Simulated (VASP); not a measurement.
## Ga3AsP2: single point with PBE

Crystal: Ga3AsP2.

```
P As Ga
1.0
     3.90596    0.00000    0.00000
    -1.95298    3.38266    0.00000
     0.00000    0.00000    9.56218
P As Ga
2 1 3
Direct
  0.00000 0.00000 0.00306
  0.33333 0.66667 0.33052
  0.66667 0.33333 0.66634
  0.33333 0.66667 0.08325
  0.66667 0.33333 0.41034
  0.00000 0.00000 0.75648
```

```json
{
  "Program": "VASP 6.6.1",
  "Task": "single point",
  "Functional": "PBE",
  "Potentials or basis": "VASP PAW PBE potentials, release 64 (P, As, Ga_d)",
  "Cutoff": "520 eV",
  "k mesh": "6 × 6 × 2",
  "Occupations": "fermi-dirac, width 0.001 eV",
  "Spin": "no spin polarisation"
}
```

The pressure is 2.7 GPa and the largest force is 0.078 eV/Å. The band gap on the k mesh is 1.21 eV.

Forces in eV/Å, atoms in the order of the input:
```
P    0.000  0.000  0.015
P    0.000  0.000  0.000
As   0.000  0.000 -0.032
Ga   0.000  0.000 -0.008
Ga   0.000  0.000 -0.054
Ga   0.000  0.000  0.078
```

Stress tensor (GPa, compression positive):
```
2.69 0.00 0.00
0.00 2.69 0.00
0.00 0.00 2.59
```

Levels at points of the mesh, in eV from the valence-band top:
```csv
k point,band 24,band 25,band 26,band 27,band 28,band 29,band 30,band 31
"(0.00, 0.00, 0.00)",-0.93,-0.13,0.00,0.00,1.21,1.37,1.70,3.68
"(0.50, 0.00, 0.00)",-2.77,-2.61,-1.89,-1.55,1.46,1.62,2.37,2.62
"(0.00, 0.00, 0.50)",-0.70,-0.70,-0.19,-0.19,1.26,1.87,2.20,4.11
"(0.50, 0.00, 0.50)",-2.65,-2.37,-1.24,-1.19,1.31,1.71,2.03,3.35
```

Wall time 40 s on 1 thread of AMD EPYC 9R45 96-Core Processor (Zen 5), on a shared host, peak memory 0.23 GiB.

A k mesh can miss the band edges.
